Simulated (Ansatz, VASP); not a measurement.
# Mg2C: VASP beside Ansatz

File INCAR:

```
PREC = Accurate
ENCUT = 520
EDIFF = 1E-6
ISMEAR = 0
SIGMA = 0.01
LREAL = False
LASPH = True
NELM = 100
ALGO = Normal
ISIF = 2
LWAVE = False
LCHARG = True
GGA = PE
LELF = True
LVHAR = True
NBANDS = 11
```

KPOINTS

```
regular mesh
0
Gamma
  6 6 6
```

Contents of POSCAR:

```
Mg2C
1.0
    0.0000000000      2.7833910803      2.7833910803
    2.7833910803      0.0000000000      2.7833910803
    2.7833910803      2.7833910803      0.0000000000
C Mg
1 2
Direct
    0.0000000000      0.0000000000      0.0000000000
    0.2500000000      0.2500000000      0.2500000000
    0.7500000000      0.7500000000      0.7500000000
```

Input for Ansatz:

```yaml
crystal:
  lattice:
    - [0.0, 2.7833910803, 2.7833910803]
    - [2.7833910803, 0.0, 2.7833910803]
    - [2.7833910803, 2.7833910803, 0.0]
  atoms:
    - { symbol: C, position: [0.0, 0.0, 0.0] }
    - { symbol: Mg, position: [0.25, 0.25, 0.25] }
    - { symbol: Mg, position: [0.75, 0.75, 0.75] }
kpoints:
  mp_grid: { grid: [6, 6, 6] }
hamiltonian:
  xc: pbe
scf:
  occupations: { method: fixed }
  n_extra_bands: 4
output:
  forces: true
  stress: true
  eigenvalues: true
```

Alike in both runs: task single point; functional PBE; k mesh 6 × 6 × 6; no spin polarisation.

|  | VASP | Ansatz |
| --- | --- | --- |
| version | VASP 6.6.1 | Ansatz 0.2.0 |
| potentials or method | VASP PAW PBE potentials, release 64 (C, Mg) | plane waves, PAW |
| plane-wave cutoff (eV) | 520 | 420 |
| occupations | gaussian, width 0.01 eV | fixed |
| valence electrons in the cell | 8 | 24 |

VASP gave:

* gap on the k mesh at the Fermi level (eV): 0.72
* pressure (GPa): -4.9

Q: What did Ansatz give for the same quantities?

A: gap on the k mesh at the Fermi level (eV): 0.73; pressure (GPa): -4.7.

VASP's potentials hold 8 valence electrons a cell and Ansatz's 24, so a difference there can come from the potentials and not from the codes.
